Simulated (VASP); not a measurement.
# AlN (I4/mmm) in VASP: a series of runs

The runs below take AlN through single point, with LDA.

Everything below comes from runs of VASP 6.6.1. Logs are shortened: lines on timing, memory, paths and dates and some standing lists are left out, and cuts for length are marked.

**1. The cell of the first run**

It takes space group I4/mmm (No. 139, tetragonal). The conventional cell has a = 2.877 Å, b = 2.877 Å, c = 4.272 Å, α = 90.00°, β = 90.00°, γ = 90.00°. Al (site symmetry 4/mmm) has 6 N at 2.03 to 2.14 Å within 2.7 Å. N (site symmetry 4/mmm) has 6 Al at 2.03 to 2.14 Å within 2.7 Å.

**2. Single point, LDA (strain +0.000 along x and y, +0.050 along z)**

INCAR reads:

```
  PREC = Accurate
  ENCUT = 520
  EDIFF = 1E-6
  ISMEAR = 0
  SIGMA = 0.05
  LREAL = F
  LASPH = T
  NELM = 80
  ALGO = Normal
  ISIF = 2
  LWAVE = F
  LCHARG = F
  NBANDS = 11
```

KPOINTS reads:

```
regular mesh
0
Gamma
  10 10 10
```

POSCAR reads:

```
AlN
1.0
    0.0000000000      2.0345180000      2.1362439000
    2.0345180000      0.0000000000      2.1362439000
    2.0345180000      2.0345180000      0.0000000000
Al N
1 1
Direct
    0.5000000000      0.5000000000      0.5000000000
    0.0000000000      0.0000000000      0.0000000000
```

Potentials or basis: VASP PAW LDA potentials, release 64 (Al, N).

The run is started by

```
cat potpaw_LDA.64/Al/POTCAR potpaw_LDA.64/N/POTCAR > POTCAR
mpirun -np 1 vasp_std > vasp.out
```

OUTCAR:

```text
PREC = Accurate
   ENCUT = 520
   EDIFF = 1E-6
   ISMEAR = 0
   LREAL = F
   LASPH = T
   NELM = 80
   ISIF = 2

 ion  position               nearest neighbor table
   1  0.500  0.500  0.500-   2 2.03   2 2.03   2 2.03   2 2.03   2 2.14   2 2.14
   2  0.000  0.000  0.000-   1 2.03   1 2.03   1 2.03   1 2.03   1 2.14   1 2.14

  LATTYP: Found a body centered tetragonal cell.
 ALAT       =     2.8772429485
 C/A-ratio  =     1.4849242405

  Lattice vectors:

 A1 = (  -2.0345180000,   0.0000000000,   2.1362439000)
 A2 = (   2.0345180000,   0.0000000000,   2.1362439000)
 A3 = (   0.0000000000,   2.0345180000,  -2.1362439000)

Analysis of symmetry for initial positions (statically):
=====================================================================
 Subroutine PRICEL returns:
 Original cell was already a primitive cell.

 Routine SETGRP: Setting up the symmetry group for a
 body centered tetragonal supercell.

 Subroutine GETGRP returns: Found 16 space group operations
 (whereof 16 operations were pure point group operations)
 out of a pool of 16 trial point group operations.

The static configuration has the point symmetry D_4h.

Analysis of symmetry for dynamics (positions and initial velocities):
=====================================================================
 Subroutine PRICEL returns:
 Original cell was already a primitive cell.

 Routine SETGRP: Setting up the symmetry group for a
 body centered tetragonal supercell.

 Subroutine GETGRP returns: Found 16 space group operations
 (whereof 16 operations were pure point group operations)
 out of a pool of 16 trial point group operations.

The dynamic configuration has the point symmetry D_4h.

 Subroutine INISYM returns: Found 16 space group operations
 (whereof 16 operations are pure point group operations),
 and found     1 'primitive' translations

----------------------------------------------------------------------------------------

                                     Primitive cell

  volume of cell :      17.6850

  direct lattice vectors                    reciprocal lattice vectors
     0.000000000  2.034518000  2.136243900    -0.245758455  0.245758455  0.234055671
     2.034518000  0.000000000  2.136243900     0.245758455 -0.245758455  0.234055671
     2.034518000  2.034518000  0.000000000     0.245758455  0.245758455 -0.234055671

  length of vectors
     2.950051100  2.950051100  2.877242948     0.419018488  0.419018488  0.419018488

  position of ions in fractional coordinates (direct lattice)
     0.500000000  0.500000000  0.500000000
     0.000000000  0.000000000  0.000000000

  ion indices of the primitive-cell ions
   primitive index   ion index
                 1           1
                 2           2

----------------------------------------------------------------------------------------

 KPOINTS: regular mesh

Automatic generation of k-mesh.
 Grid dimensions read from file:
 generate k-points for:   10   10   10

 Generating k-lattice:

  Cartesian coordinates                     Fractional coordinates (reciprocal lattice)
    -0.024575845  0.024575845  0.023405567     0.100000000  0.000000000  0.000000000
     0.024575845 -0.024575845  0.023405567     0.000000000  0.100000000  0.000000000
     0.024575845  0.024575845 -0.023405567     0.000000000  0.000000000  0.100000000

  Length of vectors
     0.041901849  0.041901849  0.041901849

  Shift w.r.t. Gamma in fractional coordinates (k-lattice)
     0.000000000  0.000000000  0.000000000

 Subroutine IBZKPT returns following result:
 ===========================================

 Found    102 irreducible k-points:

 Following reciprocal coordinates:
            Coordinates               Weight
  0.000000  0.000000  0.000000      1.000000
  0.100000  0.000000  0.000000      8.000000
  0.200000  0.000000  0.000000      8.000000
  0.300000  0.000000  0.000000      8.000000
  0.400000  0.000000  0.000000      8.000000
  0.500000  0.000000  0.000000      4.000000
[... 16 lines left out ...]
  0.300000  0.300000  0.000000      2.000000
  0.400000  0.300000  0.000000      8.000000
 [... further k-points ...]
   k-points           NKPTS =    102   k-points in BZ     NKDIM =    102   number of bands    NBANDS=     11
   number of dos      NEDOS =    301   number of ions     NIONS =      2
   total plane-waves  NPLWV =  13824
   dimension x,y,z NGX =    24 NGY =   24 NGZ =   24
   dimension x,y,z NGXF=    48 NGYF=   48 NGZF=   48
   ions per type =               1   1
   NGX,Y,Z   is equivalent  to a cutoff of  13.52, 13.52, 13.87 a.u.
   NGXF,Y,Z  is equivalent  to a cutoff of  27.05, 27.05, 27.73 a.u.
 SYSTEM =  unknown system
   PREC   = accura    normal or accurate (medium, high low for compatibility)
   ISTART =      0    job   : 0-new  1-cont  2-samecut
   ICHARG =      2    charge: 1-file 2-atom 10-const
   ISPIN  =      1    spin polarized calculation?
   LNONCOLLINEAR =      F non collinear calculations
   LSORBIT =      F    spin-orbit coupling
   LASPH  =      T    aspherical Exc in radial PAW
   ENCUT  =  520.0 eV  38.22 Ry    6.18 a.u.   5.49  5.49  5.35*2*pi/ulx,y,z
   NELM   =     80;   NELMIN=  2; NELMDL= -5     # of ELM steps
   EDIFF  = 0.1E-05   stopping-criterion for ELM
   LREAL  =      F    real-space projection
   EDIFFG = 0.1E-04   stopping-criterion for IOM
   NSW    =      0    number of steps for IOM
   IBRION =     -1    ionic relax: 0-MD 1-quasi-New 2-CG
   NFREE  =      0    steps in history (QN), initial steepest desc. (CG)
   ISIF   =      2    stress and relaxation
   ISYM   =      2    0-nonsym 1-usesym 2-fastsym
   POTIM  = 0.5000    time-step for ionic-motion
   TEBEG  =    0.0;   TEEND  =   0.0 temperature during run
   PSTRESS=    0.0 pullay stress
   NELECT =       8.0000    total number of electrons
   NUPDOWN=      -1.0000    fix difference up-down
   EMIN   =  10.00;   EMAX   =-10.00  energy-range for DOS
   EFERMI =   0.00;   METHOD = LEGACY
   ISMEAR =     0;   SIGMA  =   0.05  broadening in eV -4-tet -1-fermi 0-gaus
   EFERMI_NEDOS =   21; number of points for ismear=-14 and -15
   IALGO  =     38    algorithm
   IMIX   =      4    mixing-type and parameters
     AMIX     =   0.40;   BMIX     =  1.00
     AMIX_MAG =   1.60;   BMIX_MAG =  1.00
  volume/ion in A,a.u.               =       8.84        59.67
  Fermi-wavevector in a.u.,A,eV,Ry     =   1.256715  2.374847 21.488130  1.579333
  Thomas-Fermi vector in A             =   2.390410
   LORBIT       =      0    0 simple, 1 ext, 2 COOP (PROOUT), +10 PAW based schemes
   GGA     = CA    functional components
   LHFCALC =     F    Hartree Fock is set to
   AEXX    =    0.0000 exact exchange contribution
   IVDW    =     0    specifies the selected vdW correction
   LEPSILON=     F    determine dielectric tensor
   LRPA    =     F    only Hartree local field effects (RPA)
 non-spin polarized calculation
 Gauss-broadening in eV      SIGMA  =   0.05
  energy-cutoff  :      520.00
  volume of cell :       17.68
 maximum number of plane-waves:       496
 NGX is ok and might be reduce to    24
   NGX = 11   NGY = 11   NGZ = 11

 number of electron       8.0000001 magnetization

 Free energy of the ion-electron system (eV)
  ---------------------------------------------------
  ext. energy  EPLUGINS =         0.00000000
  ---------------------------------------------------
  free energy    TOTEN  =       -16.11219675 eV

  energy without entropy =      -16.11219675  energy(sigma->0) =      -16.11219675

 E-fermi :   9.3978     XC(G=0): -12.2561

 val. band max:        9.0631635604   @ k =   0.0000   0.0000   0.0000
 cond. band min:      12.5630375642   @ k =   0.5000   0.0000   0.5000
 fundamental gap:      3.4998740038
 Fermi energy:         9.3978449064

 k-point     1 :       0.0000    0.0000    0.0000
  band No.  band energies     occupation
      1      -7.9613      2.00000
      2       8.7314      2.00000
      3       8.7314      2.00000
      4       9.0632      2.00000
      5      13.6424      0.00000
      6      20.2682      0.00000
      7      20.8997      0.00000
      8      20.8997      0.00000
      9      24.9560      0.00000
     10      25.2786      0.00000
     11      25.7371      0.00000

 k-point     2 :       0.1000    0.0000    0.0000
  band No.  band energies     occupation
      1      -7.7669      2.00000
      2       7.8127      2.00000
      3       8.6464      2.00000
      4       8.8435      2.00000
      5      14.2928      0.00000
      6      19.7538      0.00000
      7      20.6992      0.00000
      8      21.1786      0.00000
      9      23.5014      0.00000
     10      24.7826      0.00000
     11      25.9273      0.00000

 k-point     3 :       0.2000    0.0000    0.0000
  band No.  band energies     occupation
      1      -7.2016      2.00000
      2       5.7744      2.00000
      3       8.4382      2.00000
      4       8.5044      2.00000
      5      15.0521      0.00000
      6      19.0826      0.00000
      7      20.4629      0.00000
      8      21.3665      0.00000
      9      23.4672      0.00000
     10      24.0008      0.00000
     11      25.3208      0.00000
[... 267 lines left out ...]
 k-point    23 :       0.3000    0.3000    0.0000
  band No.  band energies     occupation
      1      -5.9754      2.00000
      2       4.2285      2.00000
      3       7.0825      2.00000
      4       7.0825      2.00000
      5      14.9583      0.00000
      6      15.6906      0.00000
      7      19.3675      0.00000
      8      23.8782      0.00000
      9      23.8782      0.00000
     10      29.0843      0.00000
     11      31.5293      0.00000

 k-point    24 :       0.4000    0.3000    0.0000
  band No.  band energies     occupation
      1      -5.2962      2.00000
      2       3.2682      2.00000
      3       6.2857      2.00000
      4       6.8735      2.00000
      5      14.5044      0.00000
      6      15.8123      0.00000
      7      19.8742      0.00000
      8      23.8156      0.00000
      9      24.4059      0.00000
     10      30.0231      0.00000
     11      32.1005      0.00000

 [... further k-points ...]

------------------------ aborting loop because EDIFF is reached ----------------------------------------

  FORCE on cell =-STRESS in cart. coord.  units (eV):
  Direction    XX          YY          ZZ          XY          YZ          ZX
  --------------------------------------------------------------------------------------
  -------------------------------------------------------------------------------------
  Total       -1.9162040     -1.9162040     -2.7374004      0.0000000      0.0000000     -0.0000000
  in kB     -173.5994840   -173.5994840   -247.9961850      0.0000000      0.0000000     -0.0000000
  external PRESSURE =    -198.3983843 kB  Pullay stress =       0.0000000 kB

 VOLUME and BASIS-vectors are now :
 -----------------------------------------------------------------------------
  energy-cutoff  :      520.00
  volume of cell :       17.68
      direct lattice vectors                 reciprocal lattice vectors
     0.000000000  2.034518000  2.136243900    -0.245758455  0.245758455  0.234055671
     2.034518000  0.000000000  2.136243900     0.245758455 -0.245758455  0.234055671
     2.034518000  2.034518000  0.000000000     0.245758455  0.245758455 -0.234055671

 POSITION                                       TOTAL-FORCE (eV/Angst)
 -----------------------------------------------------------------------------------
      2.03452      2.03452      2.13624         0.000000      0.000000     -0.000000
      0.00000      0.00000      0.00000        -0.000000     -0.000000      0.000000
 -----------------------------------------------------------------------------------
    total drift:                                0.000000     -0.000000     -0.000000

  FREE ENERGIE OF THE ION-ELECTRON SYSTEM (eV)
  ---------------------------------------------------
  free  energy   TOTEN  =       -16.1121967543 eV

  energy  without entropy=      -16.1121967543  energy(sigma->0) =      -16.11219675
```

Run time: 12 s. Hardware: 1 thread of Intel Xeon 8259CL, shared host; peak memory 0.13 GiB.

What came out:

| Quantity | Value |
| --- | --- |
| Free energy | -16.1122 eV |
| Pressure | -19.8 GPa |
| Band gap on the k mesh | 3.50 eV, indirect (least direct gap 4.58 eV) |

Caveat: the cell differs from its parent crystal (strain +0.000 along x and y, +0.050 along z). A k mesh can miss the band edges.

**3. Single point, LDA (strain +0.000 along x and y, +0.025 along z)**

INCAR reads:

```
SYSTEM = AlN
PREC     = Accurate       ! precision mode
ENCUT    = 520            ! plane-wave cutoff, eV
EDIFF    = 1E-7           ! SCF threshold, eV
ISMEAR   = 0              ! smearing method
SIGMA    = 0.05           ! smearing width, eV
LREAL    = .FALSE.        ! projectors in reciprocal space
LASPH    = .TRUE.         ! aspherical terms in the spheres
NELM     = 100            ! most SCF steps
ALGO     = Normal         ! electronic algorithm
ISIF     = 2              ! what is computed and relaxed
LWAVE    = .FALSE.        ! write WAVECAR
LCHARG   = .FALSE.        ! write CHGCAR
NBANDS   = 11             ! bands
```

KPOINTS reads:

```
Automatic mesh
0
G
  10 10 10
  0 0 0
```

POSCAR reads:

```
AlN
1.0
    0.0000000000      2.0345180000      2.0853809500
    2.0345180000      0.0000000000      2.0853809500
    2.0345180000      2.0345180000      0.0000000000
Al N
1 1
Direct
    0.5000000000      0.5000000000      0.5000000000
    0.0000000000      0.0000000000      0.0000000000
```

Potentials or basis: VASP PAW LDA potentials, release 64 (Al, N).

The run is started by

```
cat potpaw_LDA.64/Al/POTCAR potpaw_LDA.64/N/POTCAR > POTCAR
mpirun -np 1 vasp_std > vasp.out
```

Wall time 14 s (1 thread of Intel Xeon 8259CL, shared host); peak memory 0.13 GiB.

It converged, with:

```yaml
Free_energy: -16.1697 eV
Pressure: -15.7 GPa
Band_gap_on_the_k_mesh: 3.87 eV, indirect (least direct gap 5.03 eV)
```

Stress tensor (GPa, compression positive):
```
-14.09   0.00   0.00
  0.00 -14.09   0.00
  0.00   0.00 -18.85
```

Levels at points of the mesh, in eV from the valence-band top:
| k point | band 2 | band 3 | band 4 | band 5 | band 6 | band 7 |
| --- | --- | --- | --- | --- | --- | --- |
| (0.00, 0.00, 0.00) | -0.17 | -0.17 | 0.00 | 5.03 | 11.56 | 11.89 |
| (0.50, 0.00, 0.00) | -8.19 | -1.17 | -1.07 | 5.72 | 10.11 | 10.62 |
| (0.50, 0.50, 0.00) | -7.30 | -2.70 | -2.70 | 4.10 | 5.31 | 13.04 |
| (0.50, 0.00, 0.50) | -7.20 | -3.03 | -2.71 | 3.87 | 5.09 | 13.36 |

Caveat: the cell differs from its parent crystal (strain +0.000 along x and y, +0.025 along z). A k mesh can miss the band edges.

**4. Single point, LDA (strain +0.025 along x and y, +0.050 along z)**

INCAR reads:

```
PREC = Accurate ; ENCUT = 520
EDIFF = 1E-7 ; ISMEAR = 0
SIGMA = 0.05 ; LREAL = F
LASPH = T ; NELM = 100
ALGO = Normal ; ISIF = 2
LWAVE = F ; LCHARG = F
NBANDS = 11
```

KPOINTS reads:

```
Automatic mesh
0
Gamma
  10 10 10
```

POSCAR reads:

```
AlN
1.0
    0.0000000000      2.0853809500      2.1362439000
    2.0853809500      0.0000000000      2.1362439000
    2.0853809500      2.0853809500      0.0000000000
Al N
1 1
Direct
    0.5000000000      0.5000000000      0.5000000000
    0.0000000000      0.0000000000      0.0000000000
```

The run is started by

```
cat potpaw_LDA.64/Al/POTCAR potpaw_LDA.64/N/POTCAR > POTCAR
mpirun -np 1 vasp_std > vasp.out
```

Wall time 16 s (1 thread of Intel Xeon 8259CL, shared host); peak memory 0.14 GiB.

The run converged. Its results:

- Free energy: -15.9837 eV
- Pressure: -29.0 GPa
- Band gap on the k mesh: 3.22 eV, indirect (least direct gap 4.06 eV)

Stress tensor (GPa, compression positive):
```
-28.17   0.00   0.00
  0.00 -28.17   0.00
  0.00   0.00 -30.52
```

Levels at points of the mesh, in eV from the valence-band top:
| k point | band 1 | band 2 | band 3 | band 4 | band 5 | band 6 | band 7 | band 8 |
| --- | --- | --- | --- | --- | --- | --- | --- | --- |
| (0.00, 0.00, 0.00) | -16.50 | -0.17 | -0.17 | 0.00 | 4.06 | 11.35 | 11.65 | 11.65 |
| (0.50, 0.00, 0.00) | -13.62 | -7.75 | -1.03 | -0.96 | 5.28 | 9.57 | 10.03 | 11.27 |
| (0.50, 0.50, 0.00) | -12.89 | -6.82 | -2.53 | -2.53 | 3.43 | 5.41 | 12.21 | 15.30 |
| (0.50, 0.00, 0.50) | -12.70 | -6.74 | -2.84 | -2.53 | 3.22 | 5.20 | 12.52 | 14.68 |

Caveat: the cell differs from its parent crystal (strain +0.025 along x and y, +0.050 along z). A k mesh can miss the band edges.

**5. Single point, LDA (strain +0.050 along x and y, +0.025 along z)**

INCAR reads:

```
PREC     = Accurate       # precision mode
ENCUT    = 520            # plane-wave cutoff, eV
EDIFF    = 1E-6           # SCF threshold, eV
ISMEAR   = 0              # smearing method
SIGMA    = 0.05           # smearing width, eV
LREAL    = False          # projectors in reciprocal space
LASPH    = True           # aspherical terms in the spheres
NELM     = 60             # most SCF steps
ALGO     = Normal         # electronic algorithm
ISIF     = 2              # what is computed and relaxed
LWAVE    = False          # write WAVECAR
LCHARG   = True           # write CHGCAR
LELF     = True           # ELF
LVHAR    = True         
NBANDS   = 11             # bands
```

KPOINTS reads:

```
regular mesh
0
Gamma
  10 10 10
```

POSCAR reads:

```
AlN
1.0
    0.0000000000      2.1362439000      2.0853809500
    2.1362439000      0.0000000000      2.0853809500
    2.1362439000      2.1362439000      0.0000000000
Al N
1 1
Direct
    0.5000000000      0.5000000000      0.5000000000
    0.0000000000      0.0000000000      0.0000000000
```

The run is started by

```
cat potpaw_LDA.64/Al/POTCAR potpaw_LDA.64/N/POTCAR > POTCAR
mpirun -np 1 vasp_std > vasp.out
```

Run time: 17 s. Hardware: 1 thread of Intel Xeon 8259CL, shared host; peak memory 0.13 GiB.

It converged, with:

| Item | Value |
| --- | --- |
| Free energy | -15.8969 eV |
| Pressure | -32.4 GPa |
| Band gap on the k mesh | 3.02 eV, indirect (least direct gap 3.81 eV) |

Stress tensor (GPa, compression positive):
```
-33.06   0.00   0.00
  0.00 -33.06   0.00
  0.00   0.00 -31.03
```

Levels at points of the mesh, in eV from the valence-band top:
| k point | band 2 | band 3 | band 4 | band 5 | band 6 | band 7 |
| --- | --- | --- | --- | --- | --- | --- |
| (0.00, 0.00, 0.00) | -0.19 | 0.00 | 0.00 | 3.81 | 11.43 | 11.43 |
| (0.50, 0.00, 0.00) | -7.56 | -0.94 | -0.87 | 5.19 | 9.42 | 9.93 |
| (0.50, 0.50, 0.00) | -6.51 | -2.62 | -2.62 | 3.02 | 5.21 | 12.41 |
| (0.50, 0.00, 0.50) | -6.59 | -2.62 | -2.32 | 3.20 | 5.42 | 12.10 |

Caveat: the cell differs from its parent crystal (strain +0.050 along x and y, +0.025 along z).

**6. The runs side by side**

```tsv
cell	gap on the mesh (eV)	pressure (GPa)
a = 2.950, b = 2.950, c = 2.877 Å, angles 60.8, 60.8, 58.4°, 2 atoms	3.50	-19.8
a = 2.913, b = 2.913, c = 2.877 Å, angles 60.4, 60.4, 59.2°, 2 atoms	3.87	-15.7
a = 2.985, b = 2.985, c = 2.949 Å, angles 60.4, 60.4, 59.2°, 2 atoms	3.22	-29.0
a = 2.985, b = 2.985, c = 3.021 Å, angles 59.6, 59.6, 60.8°, 2 atoms	3.02	-32.4
```

Alike in all rows: task single point; level LDA; potentials or basis VASP PAW LDA potentials, release 64 (Al, N); no spin polarisation; k mesh 10 × 10 × 10; cutoff (eV) 520; smearing gaussian 0.05 eV.

Total energies depend on the potentials used, so only differences within one code and one set of settings carry meaning.
